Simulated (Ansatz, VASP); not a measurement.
One calculation of Al8H, two programs

```
Al H
1.0
     5.71352    0.00000    0.00000
     0.00000    8.08013    0.00000
     0.00000    0.00000   22.24328
Al H
16 2
Direct
  0.25000 0.25000 0.17983
  0.25000 0.75000 0.17983
  0.75000 0.25000 0.17983
  0.75000 0.75000 0.17983
  0.00000 0.00000 0.24405
  0.00000 0.50000 0.24405
  0.50000 0.00000 0.24405
  0.50000 0.50000 0.24405
  0.25000 0.25000 0.31026
  0.25000 0.75000 0.31026
  0.75000 0.25000 0.31026
  0.75000 0.75000 0.31026
  0.00000 0.00000 0.37060
  0.00000 0.50000 0.37060
  0.50000 0.00000 0.37060
  0.50000 0.50000 0.37060
  0.25000 0.17692 0.50547
  0.25000 0.32308 0.50547
```

Alike in both runs: task single point; functional PBE; k mesh 5 × 4 × 1; occupations gaussian, width 0.1 eV; no spin polarisation.

|  | VASP | Ansatz |
| --- | --- | --- |
| version | VASP 6.6.1 | Ansatz 0.2.0 |
| potentials or method | VASP PAW PBE potentials, release 64 (Al, H), cutoff 520 eV | scalar-relativistic, plane waves, PAW |
| valence electrons in the cell | 50 | 50 |

|  | VASP | Ansatz | Ansatz less VASP |
| --- | --- | --- | --- |
| gap on the k mesh at the Fermi level (eV) | none | none | - |
| rms of the force components (eV/Å) | 0.875 | 0.875 | -0.0002 |
| work function, face that differs most (eV) | 4.17 | 4.16 | -0.003 |

Atom by atom the forces differ by 0.001 eV/Å (rms over components). A gap of «none» marks a metal or a gap that the smearing closes. With one functional, cell and mesh, what is left measures potentials, basis and numerics.
